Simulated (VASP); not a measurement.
Wanted: the native input for a VASP 6.6.1 run.

```yaml
Task: single point
Functional: PBE
Potentials_or_basis: VASP PAW PBE potentials, release 64 (Nb_sv, P)
Cutoff: 500 eV
k_mesh: 12 × 12 × 12
Occupations: fermi-dirac, width 0.08 eV
Spin: no spin polarisation
Dipole_correction: no
Further_INCAR_settings: ALGO = Normal; EDIFF = 1e-06; NBANDS = 16
```

The structure of NbP (zincblende type) lies in POSCAR:

```
NbP
1.0
    0.0000000000      2.4566084143      2.4566084143
    2.4566084143      0.0000000000      2.4566084143
    2.4566084143      2.4566084143      0.0000000000
Nb P
1 1
Direct
    0.0000000000      0.0000000000      0.0000000000
    0.2500000000      0.2500000000      0.2500000000
```

This cell differs from its parent crystal: volume scaled by 0.68.

The input as run:

INCAR

```
SYSTEM = NbP
PREC = Accurate
ENCUT = 500
EDIFF = 1E-6
ISMEAR = -1
SIGMA = 0.08
LREAL = .FALSE.
LASPH = .TRUE.
NELM = 120
ALGO = Normal
ISIF = 2
LWAVE = .FALSE.
LCHARG = .TRUE.
GGA = PE
LELF = .TRUE.
LVHAR = .TRUE.
NBANDS = 16
GGA_COMPAT = .FALSE.
```

KPOINTS

```
Automatic mesh
0
G
  12 12 12
  0 0 0
```

Potentials or basis: VASP PAW PBE potentials, release 64 (Nb_sv, P).

The run is started by

```bash
$ cat potpaw_PBE.64/Nb_sv/POTCAR potpaw_PBE.64/P/POTCAR > POTCAR
$ mpirun -np 1 vasp_std > vasp.out
```

Results of the run:

| Item | Value |
| --- | --- |
| Pressure | 87.5 GPa |
| Band gap on the k mesh | zero (band 9 reaches 12.37 eV, above the bottom of band 10 at 11.14 eV) |

It took 63 s on 1 thread of Intel(R) Xeon(R) Platinum 8259CL CPU @ 2.50GHz (Skylake/Cascade Lake) (shared host), peak memory 0.17 GiB.
